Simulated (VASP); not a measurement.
Here is a VASP 6.6.1 calculation.

The input INCAR:

```
SYSTEM = Co
PREC = Accurate
ENCUT = 520
EDIFF = 1E-7
ISMEAR = 0
SIGMA = 0.15
LREAL = .FALSE.
LASPH = .TRUE.
NELM = 150
ALGO = Normal
ISIF = 2
LWAVE = .FALSE.
LCHARG = .FALSE.
ISPIN = 2
MAGMOM = 1.72 1.72 1.72 1.72 1.72 1.72
LORBIT = 11
LMAXMIX = 4
GGA = CA
NBANDS = 40
```

Contents of KPOINTS:

```
Automatic mesh
0
G
  20 20 4
  0 0 0
```

File POSCAR:

```
Co
1.0
   -2.4287103965      0.0000000000      0.0000000000
   -1.2143551982     -2.1033249018      0.0000000000
    0.0000000000      0.0000000000     11.7529910346
Co
6
Direct
    0.3333333333      0.3333333333      0.0833333333
    0.3333333333      0.3333333333      0.4166666667
    0.3333333333      0.3333333333      0.7500000000
    0.6666666667      0.6666666667      0.2500000000
    0.6666666667      0.6666666667      0.5833333333
    0.6666666667      0.6666666667      0.9166666667
```

Potentials or basis: VASP PAW LDA potentials, release 64 (Co).

Run with:

```bash
$ cat potpaw_LDA.64/Co/POTCAR > POTCAR
$ mpirun -np 1 vasp_std > vasp.out
```

Question: Predict the pressure.

Answer: -1.0 GPa.

Question: Predict the site moments.

Answer: Co +1.48 μB.

Question: Predict the net moment.

Answer: 8.91 μB per cell.

Stress tensor (GPa, compression positive):
```
-0.96  0.00  0.00
 0.00 -0.96  0.00
 0.00  0.00 -1.22
```
